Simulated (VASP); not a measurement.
A run of VASP 6.6.1:

The input INCAR:

```
ALGO     = Normal         # electronic algorithm
EDIFF    = 1E-6           # SCF threshold, eV
EDIFFG   = -0.01          # ionic threshold
ENCUT    = 600            # plane-wave cutoff, eV
GGA      = PE             # functional
IBRION   = 2              # ionic algorithm
ISIF     = 3              # what is computed and relaxed
ISMEAR   = 0              # smearing method
LASPH    = True           # aspherical terms in the spheres
LCHARG   = False          # write CHGCAR
LREAL    = False          # projectors in reciprocal space
LUSENCCL = False        
LWAVE    = False          # write WAVECAR
NELM     = 80             # most SCF steps
NSW      = 100            # ionic steps
PREC     = Accurate       # precision mode
SIGMA    = 0.01           # smearing width, eV
```

Contents of KPOINTS:

```
k-points
0
Gamma
  12 12 12
```

POSCAR

```
Sn2TeS
1.0
    2.1698263000      1.2527498000      7.0415052000
   -2.1698263000      1.2527498000      7.0415052000
    0.0000000000     -2.5054996000      7.0415052000
Sn Te S
2 1 1
Direct
    0.7411070000      0.7411070000      0.7411070000
    0.2588930000      0.2588930000      0.2588930000
    0.5000000000      0.5000000000      0.5000000000
    0.0000000000      0.0000000000      0.0000000000
```

Potentials or basis: VASP PAW PBE potentials, release 64 (Sn_d, Te, S).

Run with:

```bash
$ cat potpaw_PBE.64/Sn_d/POTCAR potpaw_PBE.64/Te/POTCAR potpaw_PBE.64/S/POTCAR > POTCAR
$ mpirun -np 1 vasp_std > vasp.out
```

Hardware: 1 × NVIDIA H100 80GB with 1 thread of AMD EPYC 7R13 Processor (Zen 3), on a shared host.

Problem. Estimate the wall time of this run.

Solution. Run time: 4.6 min on 1 × NVIDIA H100 80GB with 1 thread of AMD EPYC 7R13 Processor (Zen 3), on a shared host, peak memory 1.9 GiB. Counts: scf iterations 14, k points 189, ion steps 1.
